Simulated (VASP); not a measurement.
# NaI (Fm-3m) in VASP: further runs

NaI is run at these levels: PBE, LDA, r2SCAN; tasks: single point.

Program: VASP 6.6.1. These are calculated values, not measurements. Logs are shortened: lines on timing, memory, paths and dates and some standing lists are left out, and cuts for length are marked.

**1. The cell of the first run**

The structure is cubic, space group Fm-3m (No. 225). Conventional cell: a = 6.459 Å, b = 6.459 Å, c = 6.459 Å, α = 90.00°, β = 90.00°, γ = 90.00°. Na (site symmetry m-3m) has 6 I at 3.23 Å within 4.2 Å. I (site symmetry m-3m) has 6 Na at 3.23 Å within 4.2 Å.

**2. Single point, PBE**

Input file INCAR:

```
SYSTEM = NaI
ALGO     = Normal         ! electronic algorithm
EDIFF    = 1E-7           ! SCF threshold, eV
ENCUT    = 520            ! plane-wave cutoff, eV
GGA      = PE             ! functional
ISIF     = 2              ! what is computed and relaxed
ISMEAR   = 0              ! smearing method
LASPH    = .True.         ! aspherical terms in the spheres
LCHARG   = .False.        ! write CHGCAR
LREAL    = .False.        ! projectors in reciprocal space
LWAVE    = .False.        ! write WAVECAR
NBANDS   = 14             ! bands
NELM     = 100            ! most SCF steps
PREC     = Accurate       ! precision mode
SIGMA    = 0.01           ! smearing width, eV
```

Input file KPOINTS:

```
k-points
0
Gamma
  4 4 4
  0 0 0
```

Input file POSCAR:

```
NaI
1.0
    0.0000000000      3.2297205363      3.2297205363
    3.2297205363      0.0000000000      3.2297205363
    3.2297205363      3.2297205363      0.0000000000
Na I
1 1
Direct
    0.0000000000      0.0000000000      0.0000000000
    0.5000000000      0.5000000000      0.5000000000
```

Potentials or basis: VASP PAW PBE potentials, release 64 (Na_pv, I).

On the command line:

```
cat potpaw_PBE.64/Na_pv/POTCAR potpaw_PBE.64/I/POTCAR > POTCAR
mpirun -np 1 vasp_std > vasp.out
```

OUTCAR:

```text
SYSTEM = NaI
   EDIFF = 1E-7
   ENCUT = 520
   GGA = PE
   ISIF = 2
   ISMEAR = 0
   LASPH = .True.
   LREAL = .False.
   NELM = 100
   PREC = Accurate

 ion  position               nearest neighbor table
   1  0.000  0.000  0.000-
   2  0.500  0.500  0.500-

  LATTYP: Found a face centered cubic cell.
 ALAT       =     6.4594410726

  Lattice vectors:

 A1 = (   0.0000000000,   3.2297205363,   3.2297205363)
 A2 = (   3.2297205363,   0.0000000000,   3.2297205363)
 A3 = (   3.2297205363,   3.2297205363,   0.0000000000)

Analysis of symmetry for initial positions (statically):
=====================================================================
 Subroutine PRICEL returns:
 Original cell was already a primitive cell.

 Routine SETGRP: Setting up the symmetry group for a
 face centered cubic supercell.

 Subroutine GETGRP returns: Found 48 space group operations
 (whereof 48 operations were pure point group operations)
 out of a pool of 48 trial point group operations.

The static configuration has the point symmetry O_h .

Analysis of symmetry for dynamics (positions and initial velocities):
=====================================================================
 Subroutine PRICEL returns:
 Original cell was already a primitive cell.

 Routine SETGRP: Setting up the symmetry group for a
 face centered cubic supercell.

 Subroutine GETGRP returns: Found 48 space group operations
 (whereof 48 operations were pure point group operations)
 out of a pool of 48 trial point group operations.

The dynamic configuration has the point symmetry O_h .

 Subroutine INISYM returns: Found 48 space group operations
 (whereof 48 operations are pure point group operations),
 and found     1 'primitive' translations

----------------------------------------------------------------------------------------

                                     Primitive cell

  volume of cell :      67.3790

  direct lattice vectors                    reciprocal lattice vectors
     0.000000000  3.229720536  3.229720536    -0.154812156  0.154812156  0.154812156
     3.229720536  0.000000000  3.229720536     0.154812156 -0.154812156  0.154812156
     3.229720536  3.229720536  0.000000000     0.154812156  0.154812156 -0.154812156

  length of vectors
     4.567514585  4.567514585  4.567514585     0.268142520  0.268142520  0.268142520

  position of ions in fractional coordinates (direct lattice)
     0.000000000  0.000000000  0.000000000
     0.500000000  0.500000000  0.500000000

  ion indices of the primitive-cell ions
   primitive index   ion index
                 1           1
                 2           2

----------------------------------------------------------------------------------------

 KPOINTS: k-points

Automatic generation of k-mesh.
 Grid dimensions read from file:
 generate k-points for:    4    4    4

 Generating k-lattice:

  Cartesian coordinates                     Fractional coordinates (reciprocal lattice)
    -0.038703039  0.038703039  0.038703039     0.250000000  0.000000000  0.000000000
     0.038703039 -0.038703039  0.038703039     0.000000000  0.250000000  0.000000000
     0.038703039  0.038703039 -0.038703039     0.000000000  0.000000000  0.250000000

  Length of vectors
     0.067035630  0.067035630  0.067035630

  Shift w.r.t. Gamma in fractional coordinates (k-lattice)
     0.000000000  0.000000000  0.000000000

 Subroutine IBZKPT returns following result:
 ===========================================

 Found      8 irreducible k-points:

 Following reciprocal coordinates:
            Coordinates               Weight
  0.000000  0.000000  0.000000      1.000000
  0.250000  0.000000  0.000000      8.000000
  0.500000  0.000000  0.000000      4.000000
  0.250000  0.250000  0.000000      6.000000
  0.500000  0.250000  0.000000     24.000000
 -0.250000  0.250000  0.000000     12.000000
  0.500000  0.500000  0.000000      3.000000
 -0.250000  0.500000  0.250000      6.000000
   k-points           NKPTS =      8   k-points in BZ     NKDIM =      8   number of bands    NBANDS=     14
   number of dos      NEDOS =    301   number of ions     NIONS =      2
   total plane-waves  NPLWV =  46656
   dimension x,y,z NGX =    36 NGY =   36 NGZ =   36
   dimension x,y,z NGXF=    72 NGYF=   72 NGZF=   72
   ions per type =               1   1
   NGX,Y,Z   is equivalent  to a cutoff of  13.10, 13.10, 13.10 a.u.
   NGXF,Y,Z  is equivalent  to a cutoff of  26.21, 26.21, 26.21 a.u.
 SYSTEM =  NaI
   PREC   = accura    normal or accurate (medium, high low for compatibility)
   ISTART =      0    job   : 0-new  1-cont  2-samecut
   ICHARG =      2    charge: 1-file 2-atom 10-const
   ISPIN  =      1    spin polarized calculation?
   LNONCOLLINEAR =      F non collinear calculations
   LSORBIT =      F    spin-orbit coupling
   LASPH  =      T    aspherical Exc in radial PAW
   ENCUT  =  520.0 eV  38.22 Ry    6.18 a.u.   8.49  8.49  8.49*2*pi/ulx,y,z
   NELM   =    100;   NELMIN=  2; NELMDL= -5     # of ELM steps
   EDIFF  = 0.1E-06   stopping-criterion for ELM
   LREAL  =      F    real-space projection
   EDIFFG = 0.1E-05   stopping-criterion for IOM
   NSW    =      0    number of steps for IOM
   IBRION =     -1    ionic relax: 0-MD 1-quasi-New 2-CG
   NFREE  =      0    steps in history (QN), initial steepest desc. (CG)
   ISIF   =      2    stress and relaxation
   ISYM   =      2    0-nonsym 1-usesym 2-fastsym
   POTIM  = 0.5000    time-step for ionic-motion
   TEBEG  =    0.0;   TEEND  =   0.0 temperature during run
   PSTRESS=    0.0 pullay stress
   NELECT =      14.0000    total number of electrons
   NUPDOWN=      -1.0000    fix difference up-down
   EMIN   =  10.00;   EMAX   =-10.00  energy-range for DOS
   EFERMI =   0.00;   METHOD = LEGACY
   ISMEAR =     0;   SIGMA  =   0.01  broadening in eV -4-tet -1-fermi 0-gaus
   EFERMI_NEDOS =   21; number of points for ismear=-14 and -15
   IALGO  =     38    algorithm
   IMIX   =      4    mixing-type and parameters
     AMIX     =   0.40;   BMIX     =  1.00
     AMIX_MAG =   1.60;   BMIX_MAG =  1.00
  volume/ion in A,a.u.               =      33.69       227.35
  Fermi-wavevector in a.u.,A,eV,Ry     =   0.969637  1.832348 12.792145  0.940196
  Thomas-Fermi vector in A             =   2.099706
   LORBIT       =      0    0 simple, 1 ext, 2 COOP (PROOUT), +10 PAW based schemes
   GGA     = PE    functional components
   LHFCALC =     F    Hartree Fock is set to
   AEXX    =    0.0000 exact exchange contribution
   IVDW    =     0    specifies the selected vdW correction
   LEPSILON=     F    determine dielectric tensor
   LRPA    =     F    only Hartree local field effects (RPA)
 non-spin polarized calculation
 Gauss-broadening in eV      SIGMA  =   0.01
  energy-cutoff  :      520.00
  volume of cell :       67.38
 maximum number of plane-waves:      1837
 NGX is ok and might be reduce to    36
   NGX = 17   NGY = 17   NGZ = 17

 number of electron      13.9999994 magnetization

 Free energy of the ion-electron system (eV)
  ---------------------------------------------------
  ext. energy  EPLUGINS =         0.00000000
  ---------------------------------------------------
  free energy    TOTEN  =        -5.37795760 eV

  energy without entropy =       -5.37795760  energy(sigma->0) =       -5.37795760

 E-fermi :   0.8993     XC(G=0):  -7.7272

 val. band max:        0.8550570027   @ k =   0.0000   0.0000   0.0000
 cond. band min:       4.5102302776   @ k =   0.0000   0.0000   0.0000
 fundamental gap:      3.6551732749
 Fermi energy:         0.8993013850

 k-point     1 :       0.0000    0.0000    0.0000
  band No.  band energies     occupation
      1     -21.5856      2.00000
      2     -21.5856      2.00000
      3     -21.5856      2.00000
      4     -10.1772      2.00000
      5       0.8551      2.00000
      6       0.8551      2.00000
      7       0.8551      2.00000
      8       4.5102      0.00000
      9       8.7821      0.00000
     10       8.7821      0.00000
     11       8.7821      0.00000
     12      10.6102      0.00000
     13      10.6102      0.00000
     14      11.2937      0.00000

 k-point     2 :       0.2500    0.0000    0.0000
  band No.  band energies     occupation
      1     -21.5883      2.00000
      2     -21.5858      2.00000
      3     -21.5857      2.00000
      4     -10.0236      2.00000
      5      -0.4493      2.00000
      6       0.7061      2.00000
      7       0.7061      2.00000
      8       5.7956      0.00000
      9       8.3685      0.00000
     10       8.8225      0.00000
     11       8.8225      0.00000
     12      10.4006      0.00000
     13      10.4006      0.00000
     14      11.2906      0.00000

 k-point     3 :       0.5000    0.0000    0.0000
  band No.  band energies     occupation
      1     -21.5910      2.00000
      2     -21.5859      2.00000
      3     -21.5859      2.00000
      4      -9.8570      2.00000
      5      -1.3484      2.00000
      6       0.5698      2.00000
      7       0.5698      2.00000
      8       5.9480      0.00000
      9       8.3015      0.00000
     10       8.3015      0.00000
     11       9.6284      0.00000
     12      11.1751      0.00000
     13      13.1357      0.00000
     14      13.1357      0.00000
[... 52 lines left out ...]
 k-point     7 :       0.5000    0.5000    0.0000
  band No.  band energies     occupation
      1     -21.5897      2.00000
      2     -21.5873      2.00000
      3     -21.5873      2.00000
      4      -9.7788      2.00000
      5      -1.0673      2.00000
      6       0.1027      2.00000
      7       0.1027      2.00000
      8       5.3498      0.00000
      9       6.3967      0.00000
     10      10.7664      0.00000
     11      12.1931      0.00000
     12      12.1931      0.00000
     13      12.4400      0.00000
     14      14.0985      0.00000

 k-point     8 :      -0.2500    0.5000    0.2500
  band No.  band energies     occupation
      1     -21.5885      2.00000
      2     -21.5885      2.00000
      3     -21.5875      2.00000
      4      -9.7700      2.00000
      5      -0.5668      2.00000
      6      -0.5668      2.00000
      7      -0.0880      2.00000
      8       6.6882      0.00000
      9       8.3414      0.00000
     10       8.3414      0.00000
     11       8.7771      0.00000
     12      12.8665      0.00000
     13      12.8665      0.00000
     14      13.5868      0.00000

------------------------ aborting loop because EDIFF is reached ----------------------------------------

  FORCE on cell =-STRESS in cart. coord.  units (eV):
  Direction    XX          YY          ZZ          XY          YZ          ZX
  --------------------------------------------------------------------------------------
  -------------------------------------------------------------------------------------
  Total        0.2489549      0.2489549      0.2489549      0.0000000     -0.0000000     -0.0000000
  in kB        5.9197928      5.9197928      5.9197928      0.0000000     -0.0000000     -0.0000000
  external PRESSURE =       5.9197928 kB  Pullay stress =       0.0000000 kB

 VOLUME and BASIS-vectors are now :
 -----------------------------------------------------------------------------
  energy-cutoff  :      520.00
  volume of cell :       67.38
      direct lattice vectors                 reciprocal lattice vectors
     0.000000000  3.229720536  3.229720536    -0.154812156  0.154812156  0.154812156
     3.229720536  0.000000000  3.229720536     0.154812156 -0.154812156  0.154812156
     3.229720536  3.229720536  0.000000000     0.154812156  0.154812156 -0.154812156

 POSITION                                       TOTAL-FORCE (eV/Angst)
 -----------------------------------------------------------------------------------
      0.00000      0.00000      0.00000        -0.000000     -0.000000      0.000000
      3.22972      3.22972      3.22972         0.000000      0.000000     -0.000000
 -----------------------------------------------------------------------------------
    total drift:                                0.000000      0.000000      0.000000

  FREE ENERGIE OF THE ION-ELECTRON SYSTEM (eV)
  ---------------------------------------------------
  free  energy   TOTEN  =        -5.3779575984 eV

  energy  without entropy=       -5.3779575984  energy(sigma->0) =       -5.37795760
```

Wall time 16 s (1 thread of Intel Xeon 8259CL, shared host); peak memory 0.2 GiB.

Results:

- Free energy: -5.3780 eV
- Pressure: 0.6 GPa
- Band gap on the k mesh: 3.66 eV

Caveat: the k points lie up to 0.42 Å⁻¹ apart; spin-orbit coupling is left out, which moves the levels of the heavy elements.

[end of part 1 of 2]
